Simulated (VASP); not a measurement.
Write the native input for VASP 6.6.1 that does the following.

- Task: single point
- Functional: PBE
- Potentials or basis: VASP PAW PBE potentials, release 64 (As_d)
- Cutoff: 400 eV
- k mesh: 9 × 9 × 1
- Occupations: gaussian, width 0.02 eV
- Spin: no spin polarisation
- Dipole correction: yes
- Further INCAR settings: ALGO = Normal; EDIFF = 1e-06; NBANDS = 22; NELMDL = -8

The structure of As lies in POSCAR:

```
As
1.0
    3.4390000000      0.0000000000      0.0000000000
   -1.7195000000      2.9782613636      0.0000000000
    0.0000000000      0.0000000000     28.0000000000
As
2
Direct
    0.3333333333      0.6666666667      0.5319285714
    0.6666666667      0.3333333333      0.4680714286
```

One way to write it, as run:

INCAR

```
SYSTEM = As
PREC = Accurate
ENCUT = 400
EDIFF = 1E-6
ISMEAR = 0
SIGMA = 0.02
LREAL = .False.
LASPH = .True.
NELM = 120
ALGO = Normal
ISIF = 2
LWAVE = .False.
LCHARG = .True.
LDIPOL = .True.
IDIPOL = 3
DIPOL = 0.5 0.5 0.500
GGA = PE
LELF = .True.
LVHAR = .True.
LVACPOTAV = .True.
NBANDS = 22
GGA_COMPAT = .False.
NELMDL = -8
```

KPOINTS

```
Automatic mesh
0
Gamma
  9 9 1
  0 0 0
```

Potentials or basis: VASP PAW PBE potentials, release 64 (As_d).

The run is started by

```sh
$ cat potpaw_PBE.64/As_d/POTCAR > POTCAR
$ mpirun -np 1 vasp_std > vasp.out
```

It gave:

| Item | Value |
| --- | --- |
| Largest force | 2.604 eV/Å |
| Band gap on the k mesh | zero (bands 15 and 16 overlap by 0.98 eV) |

Wall time 2.3 min on 1 thread of AMD EPYC 7R43 64-Core Processor (Zen 3) (shared host), peak memory 0.27 GiB.
